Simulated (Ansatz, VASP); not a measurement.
**Re in VASP and in Ansatz**

```xyz
2
Lattice="0.0000 2.8005 2.8005 2.8005 0.0000 2.8005 2.8005 2.8005 0.0000" Properties=species:S:1:pos:R:3 pbc="T T T"
Re    0.7001    0.7001    0.7001
Re    4.9009    4.9009    4.9009
```

Alike in both runs: task single point; functional RPBE; k mesh 11 × 11 × 11; occupations fermi-dirac, width 0.1 eV; no spin polarisation.

```csv
,VASP,Ansatz
version,VASP 6.6.1,Ansatz 0.2.0
potentials or method,"VASP PAW PBE potentials, release 64 (Re), cutoff 520 eV","plane waves (420 eV) with PAW, scalar-relativistic"
valence electrons in the cell,14,30
```

Ansatz gave:

- pressure (GPa): 7.6

Task: What did VASP give for the same quantities?

Result: Pressure (GPa): 5.7.

VASP's potentials were made for PBE, not for RPBE. With one functional, cell and mesh, what is left measures potentials, basis and numerics. VASP's potentials hold 14 valence electrons a cell and Ansatz's 30, so a difference there can come from the potentials and not from the codes.

Neither program's run includes spin-orbit coupling.
